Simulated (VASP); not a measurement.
# TiC: single point with PBEsol

TiC:

```
CELL_PARAMETERS angstrom
0.00000 2.17715 2.17715
2.17715 0.00000 2.17715
2.17715 2.17715 0.00000
ATOMIC_POSITIONS crystal
Ti 0.00000 0.00000 0.00000
C 0.50000 0.50000 0.50000
```

```
Program             : VASP 6.6.1
Task                : single point
Functional          : PBEsol
Potentials or basis : VASP PAW PBE potentials, release 64 (Ti_sv, C)
Cutoff              : 520 eV
k mesh              : 11 × 11 × 11
Occupations         : methfessel-paxton, width 0.1 eV
Spin                : no spin polarisation
```

| Quantity | Value |
| --- | --- |
| Pressure | -10.1 GPa |
| Band gap on the k mesh | zero (band 8 reaches 9.77 eV, above the bottom of band 9 at 8.71 eV) |

Levels at points of the mesh, in eV from the Fermi level:
```csv
k point,band 5,band 6,band 7,band 8,band 9,band 10,band 11,band 12
"(0.00, 0.00, 0.00)",-12.40,0.55,0.55,0.55,1.58,1.58,1.58,1.59
```

Wall time 16 s on 1 thread of Intel Xeon 8259CL (shared host), peak memory 0.15 GiB.

Caveat: the PAW data sets were made with another functional, which shifts forces and pressure a little.
